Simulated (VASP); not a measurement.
# B (Fd-3m) in VASP: further runs, part 2 of 2

VASP 6.6.1. The steps go on from the part before.

**5. Single point, r2SCAN (volume scaled by 1.12)**

POSCAR reads:

```
B
1.0
    0.0000000000      2.1052250853      2.1052250853
    2.1052250853      0.0000000000      2.1052250853
    2.1052250853      2.1052250853      0.0000000000
B
2
Direct
    0.1250000000      0.1250000000      0.1250000000
    0.8750000000      0.8750000000      0.8750000000
```

INCAR.step1 reads:

```
PREC = Accurate ; ENCUT = 520
ISMEAR = -1 ; SIGMA = 0.1
LREAL = False ; LASPH = True
NELM = 100 ; NBANDS = 10
GGA = PE ; ALGO = Normal
EDIFF = 1E-4 ; LWAVE = True
LCHARG = False
```

INCAR.step2 reads:

```
PREC = Accurate ; ENCUT = 520
EDIFF = 1E-7 ; ISMEAR = -1
SIGMA = 0.1 ; LREAL = False
LASPH = True ; NELM = 100
ALGO = Normal ; ISIF = 2
LWAVE = False ; LCHARG = False
METAGGA = R2SCAN ; LMIXTAU = True
NBANDS = 10 ; ISTART = 1
```

KPOINTS reads:

```
Automatic mesh
0
Gamma
  15 15 15
```

The run is started by

```sh
> cat potpaw_PBE.64/B/POTCAR > POTCAR
> cp INCAR.step1 INCAR
> mpirun -np 1 vasp_std > vasp.out
> cp INCAR.step2 INCAR
> mpirun -np 1 vasp_std > vasp.out
```

It took 33 s on 1 thread of Intel Xeon 6975P-C (Granite Rapids), shared host; peak memory 0.14 GiB.

It converged, with:

```
Free energy            : -12.5958 eV
Pressure               : -16.7 GPa
Band gap on the k mesh : zero (band 3 reaches 6.83 eV, above the bottom of band 4 at 0.49 eV)
```

Levels at points of the mesh, in eV from the Fermi level:
| k point | band 1 | band 2 | band 3 | band 4 | band 5 | band 6 | band 7 | band 8 |
| --- | --- | --- | --- | --- | --- | --- | --- | --- |
| (0.00, 0.00, 0.00) | -12.92 | 3.94 | 3.94 | 3.94 | 8.02 | 8.02 | 8.02 | 15.08 |

Caveat: the PAW data sets were made with another functional, which shifts forces and pressure a little.

**6. Single point, r2SCAN**

POSCAR reads:

```
B
1.0
    0.0000000000      2.0271810078      2.0271810078
    2.0271810078      0.0000000000      2.0271810078
    2.0271810078      2.0271810078      0.0000000000
B
2
Direct
    0.1250000000      0.1250000000      0.1250000000
    0.8750000000      0.8750000000      0.8750000000
```

INCAR.step1 reads:

```
SYSTEM = B
PREC = Accurate
ENCUT = 520
ISMEAR = -1
SIGMA = 0.1
LREAL = .False.
LASPH = .True.
NELM = 60
NBANDS = 10
GGA = PE
ALGO = Normal
EDIFF = 1E-4
LWAVE = .True.
LCHARG = .False.
```

INCAR.step2 reads:

```
SYSTEM = B
PREC = Accurate
ENCUT = 520
EDIFF = 1E-7
ISMEAR = -1
SIGMA = 0.1
LREAL = .False.
LASPH = .True.
NELM = 60
ALGO = Normal
ISIF = 2
LWAVE = .False.
LCHARG = .False.
METAGGA = R2SCAN
LMIXTAU = .True.
NBANDS = 10
ISTART = 1
```

KPOINTS reads:

```
regular mesh
0
Gamma
  22 22 22
  0 0 0
```

Potentials or basis: VASP PAW PBE potentials, release 64 (B).

The run is started by

```sh
> cat potpaw_PBE.64/B/POTCAR > POTCAR
> cp INCAR.step1 INCAR
> mpirun -np 1 vasp_std > vasp.out
> cp INCAR.step2 INCAR
> mpirun -np 1 vasp_std > vasp.out
```

OUTCAR:

```text
SYSTEM = B
   PREC = Accurate
   ENCUT = 520
   EDIFF = 1E-7
   ISMEAR = -1
   LREAL = .False.
   LASPH = .True.
   NELM = 60
   ISIF = 2
   METAGGA = R2SCAN
   ISTART = 1

 ion  position               nearest neighbor table
   1  0.125  0.125  0.125-   2 1.76   2 1.76   2 1.76   2 1.76
   2  0.875  0.875  0.875-   1 1.76   1 1.76   1 1.76   1 1.76

  LATTYP: Found a face centered cubic cell.
 ALAT       =     4.0543620156

  Lattice vectors:

[... 498 lines left out ...]

 [... further k-points ...]

------------------------ aborting loop because EDIFF is reached ----------------------------------------

  FORCE on cell =-STRESS in cart. coord.  units (eV):
  Direction    XX          YY          ZZ          XY          YZ          ZX
  --------------------------------------------------------------------------------------
  -------------------------------------------------------------------------------------
  Total       -0.0038016     -0.0038016     -0.0038016      0.0000000      0.0000000      0.0000000
  in kB       -0.3655695     -0.3655695     -0.3655695      0.0000000      0.0000000      0.0000000
  external PRESSURE =      -0.3655695 kB  Pullay stress =       0.0000000 kB

 VOLUME and BASIS-vectors are now :
 -----------------------------------------------------------------------------
  energy-cutoff  :      520.00
  volume of cell :       16.66
      direct lattice vectors                 reciprocal lattice vectors
     0.000000000  2.027181008  2.027181008    -0.246647930  0.246647930  0.246647930
     2.027181008  0.000000000  2.027181008     0.246647930 -0.246647930  0.246647930
     2.027181008  2.027181008  0.000000000     0.246647930  0.246647930 -0.246647930

 POSITION                                       TOTAL-FORCE (eV/Angst)
 -----------------------------------------------------------------------------------
      0.50680      0.50680      0.50680        -0.000000     -0.000000     -0.000000
      3.54757      3.54757      3.54757         0.000000      0.000000      0.000000
 -----------------------------------------------------------------------------------
    total drift:                                0.000000      0.000000      0.000000

  FREE ENERGIE OF THE ION-ELECTRON SYSTEM (eV)
  ---------------------------------------------------
  free  energy   TOTEN  =       -12.7098574889 eV

  energy  without entropy=      -12.6831725561  energy(sigma->0) =      -12.69651502
```

Wall time 79 s (1 thread of Intel Xeon 6975P-C (Granite Rapids), shared host); peak memory 0.16 GiB.

What came out:

```yaml
Free_energy: -12.7099 eV
Pressure: 0.0 GPa
Band_gap_on_the_k_mesh: zero (band 3 reaches 8.05 eV, above the bottom of band 4 at 0.47 eV)
```

Levels at points of the mesh, in eV from the Fermi level:
| k point | band 1 | band 2 | band 3 | band 4 | band 5 | band 6 | band 7 |
| --- | --- | --- | --- | --- | --- | --- | --- |
| (0.00, 0.00, 0.00) | -13.73 | 4.33 | 4.33 | 4.33 | 8.61 | 8.61 | 8.61 |
| (0.50, 0.00, 0.00) | -8.69 | -7.39 | 1.82 | 1.82 | 10.78 | 10.78 | 12.49 |
| (0.50, 0.50, 0.00) | -6.41 | -6.41 | -1.37 | -1.37 | 7.61 | 7.61 | 19.49 |

Caveat: the PAW data sets were made with another functional, which shifts forces and pressure a little.

**7. The runs side by side**

| cell | k mesh | gap on the mesh (eV) | pressure (GPa) |
| --- | --- | --- | --- |
| a = 2.867 Å, angles 60.0°, 2 atoms | 15 × 15 × 15 | none | -0.1 |
| a = 2.905 Å, angles 60.0°, 2 atoms | 15 × 15 × 15 | none | -6.6 |
| a = 2.941 Å, angles 60.0°, 2 atoms | 15 × 15 × 15 | none | -12.1 |
| a = 2.977 Å, angles 60.0°, 2 atoms | 15 × 15 × 15 | none | -16.7 |
| a = 2.867 Å, angles 60.0°, 2 atoms | 22 × 22 × 22 | none | 0.0 |

Alike in all rows: task single point; level r2SCAN; potentials or basis VASP PAW PBE potentials, release 64 (B); no spin polarisation; cutoff (eV) 520; smearing fermi-dirac 0.1 eV.

Caveats: the PAW data sets were made with another functional, which shifts forces and pressure a little.

Absolute energies hang on the potentials; compare differences alone.
